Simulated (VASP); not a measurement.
Here is a VASP 6.6.1 calculation.

Contents of INCAR:

```
SYSTEM = Al
  PREC = Accurate
  ENCUT = 520
  EDIFF = 1E-7
  ISMEAR = -1
  SIGMA = 0.1
  LREAL = .False.
  LASPH = .True.
  NELM = 100
  ALGO = Normal
  ISIF = 2
  LWAVE = .False.
  LCHARG = .False.
  GGA = PS
  NBANDS = 8
```

The input KPOINTS:

```
Automatic mesh
0
Gamma
  16 16 16
  0 0 0
```

POSCAR

```
Al
1.0
    0.0000000000      2.0073479706      2.0073479706
    2.0073479706      0.0000000000      2.0073479706
    2.0073479706      2.0073479706      0.0000000000
Al
1
Direct
    0.0000000000      0.0000000000      0.0000000000
```

Potentials or basis: VASP PAW PBE potentials, release 64 (Al).

Launch:

```sh
$ cat potpaw_PBE.64/Al/POTCAR > POTCAR
$ mpirun -np 1 vasp_std > vasp.out
```

(1) Estimate the pressure.

Answers

(1) 0.1 GPa.

Caveat: the PAW data sets were made with another functional, which shifts forces and pressure a little.
